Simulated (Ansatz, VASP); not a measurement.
# WS2 in VASP and in Ansatz

The input INCAR:

```
PREC     = Accurate       # precision mode
ENCUT    = 520            # plane-wave cutoff, eV
EDIFF    = 1E-7           # SCF threshold, eV
ISMEAR   = -1             # smearing method
SIGMA    = 0.05           # smearing width, eV
LREAL    = F              # projectors in reciprocal space
LASPH    = T              # aspherical terms in the spheres
NELM     = 60             # most SCF steps
ALGO     = Normal         # electronic algorithm
ISIF     = 2              # what is computed and relaxed
LWAVE    = F              # write WAVECAR
LCHARG   = F              # write CHGCAR
NBANDS   = 49             # bands
```

File KPOINTS:

```
Automatic mesh
0
Gamma
  10 10 1
```

The input POSCAR:

```
WS2
1.0
    3.1829541699      0.0000000000      0.0000000000
   -1.5914770850      2.7565191702      0.0000000000
    0.0000000000      0.0000000000     28.5322178600
W S
3 6
Direct
    0.6666666667      0.3333333333      0.4343616800
    0.6666666667      0.3333333333      0.8855337800
    0.0000000000      0.0000000000      0.6592864300
    0.6666666667      0.3333333333      0.6046252100
    0.0000000000      0.0000000000      0.3797102500
    0.0000000000      0.0000000000      0.8308482800
    0.6666666667      0.3333333333      0.7139522100
    0.0000000000      0.0000000000      0.4890304200
    0.0000000000      0.0000000000      0.9401857300
```

Contents of input.yaml:

```yaml
crystal:
  lattice:
    - [3.1829541699, 0.0, 0.0]
    - [-1.591477085, 2.7565191702, 0.0]
    - [0.0, 0.0, 28.53221786]
  atoms:
    - { symbol: W, position: [0.6666666667, 0.3333333333, 0.43436168] }
    - { symbol: W, position: [0.6666666667, 0.3333333333, 0.88553378] }
    - { symbol: W, position: [0.0, 0.0, 0.65928643] }
    - { symbol: S, position: [0.6666666667, 0.3333333333, 0.60462521] }
    - { symbol: S, position: [0.0, 0.0, 0.37971025] }
    - { symbol: S, position: [0.0, 0.0, 0.83084828] }
    - { symbol: S, position: [0.6666666667, 0.3333333333, 0.71395221] }
    - { symbol: S, position: [0.0, 0.0, 0.48903042] }
    - { symbol: S, position: [0.0, 0.0, 0.94018573] }
hamiltonian:
  xc: lda
  pseudopotentials: { kind: paw }
kpoints:
  mp_grid: { grid: [10, 10, 1] }
  band_path:
    path:
      - [[0.0, 0.0, 0.0], [0.5, 0.0, 0.0], [0.3333333333, 0.3333333333, 0.0], [0.0, 0.0, 0.0], [0.0, 0.0, 0.5], [0.5, 0.0, 0.5], [0.3333333333, 0.3333333333, 0.5], [0.0, 0.0, 0.5]]
      - [[0.5, 0.0, 0.5], [0.5, 0.0, 0.0]]
      - [[0.3333333333, 0.3333333333, 0.0], [0.3333333333, 0.3333333333, 0.5]]
    npoints: 10
scf:
  occupations: { method: fermi_dirac, width: 0.05 }
  n_extra_bands: 22
output:
  forces: true
  stress: true
  eigenvalues: true
  fatbands: true
```

Alike in both runs: functional LDA; k mesh 10 × 10 × 1; occupations fermi-dirac, width 0.05 eV; no spin polarisation.

|  | VASP | Ansatz |
| --- | --- | --- |
| version | VASP 6.6.1 | Ansatz 0.2.0 |
| potentials or method | VASP PAW LDA potentials, release 64 (W_sv, S) | Ansatz PAW |
| plane-wave cutoff (eV) | 520 | 420 |
| valence electrons in the cell | 78 | 78 |
| task | single point | band structure |

```tsv
	VASP	Ansatz	Ansatz less VASP
gap on the k mesh at the Fermi level (eV)	1.40	1.40	-0.009
least direct gap on the mesh (eV)	2.10	2.09	-0.009
rms of the force components (eV/Å)	0.142	0.163	+0.0215
```

LDA's correlation is that of Perdew and Zunger in VASP and of Perdew and Wang (1992) in Ansatz. Atom by atom the forces differ by 0.022 eV/Å (rms over components).

Spin-orbit coupling is off throughout. Noted on Ansatz's run: the k mesh misses the band edges, so the gap on the mesh is wider than the one along the path.
